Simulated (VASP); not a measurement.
Here is a VASP 6.6.1 calculation.

The input POSCAR:

```
MgB2
1.0
    3.0908570162      0.0000000000      0.0000000000
   -1.5454285081      2.6767606955      0.0000000000
    0.0000000000      0.0000000000      3.5292663412
Mg B
1 2
Direct
    0.0000000000      0.0000000000      0.0000000000
    0.3333333333      0.6666666667      0.5000000000
    0.6666666667      0.3333333333      0.5000000000
```

The input INCAR.step1:

```
  PREC = Accurate
  ENCUT = 600
  ISMEAR = 0
  SIGMA = 0.05
  LREAL = False
  LASPH = True
  NELM = 60
  GGA = PE
  ALGO = Normal
  EDIFF = 1E-4
  LWAVE = True
  LCHARG = False
```

Contents of INCAR.step2:

```
  PREC = Accurate
  ENCUT = 600
  EDIFF = 1E-7
  ISMEAR = 0
  SIGMA = 0.05
  LREAL = False
  LASPH = True
  NELM = 60
  ALGO = Normal
  ISIF = 4
  LWAVE = False
  LCHARG = False
  METAGGA = R2SCAN
  LMIXTAU = True
  IBRION = 2
  NSW = 60
  EDIFFG = -0.01
  ISTART = 1
```

KPOINTS

```
Automatic mesh
0
Gamma
  14 14 12
```

Potentials or basis: VASP PAW PBE potentials, release 64 (Mg, B).

The run is started by

```console
$ cat potpaw_PBE.64/Mg/POTCAR potpaw_PBE.64/B/POTCAR > POTCAR
$ cp INCAR.step1 INCAR
$ mpirun -np 1 vasp_std > vasp.out
$ cp INCAR.step2 INCAR
$ mpirun -np 1 vasp_std > vasp.out
```

Problem. What does it give for the band gap on the k mesh?

Solution. Zero (band 4 reaches 6.67 eV, above the bottom of band 5 at 3.56 eV).

Step by step:
| step | energy change (eV) | largest force (eV/Å) | pressure (GPa) | volume (Å³) |
| --- | --- | --- | --- | --- |
| 1 | 0.0000 | 0.0000 | -3.46 | 29.20 |
| 2 | -0.0002 | 0.0000 | -3.35 | 29.20 |

Caveat: the cell differs from its parent crystal (volume scaled by 1.020); the PAW data sets were made with another functional, which shifts forces and pressure a little.
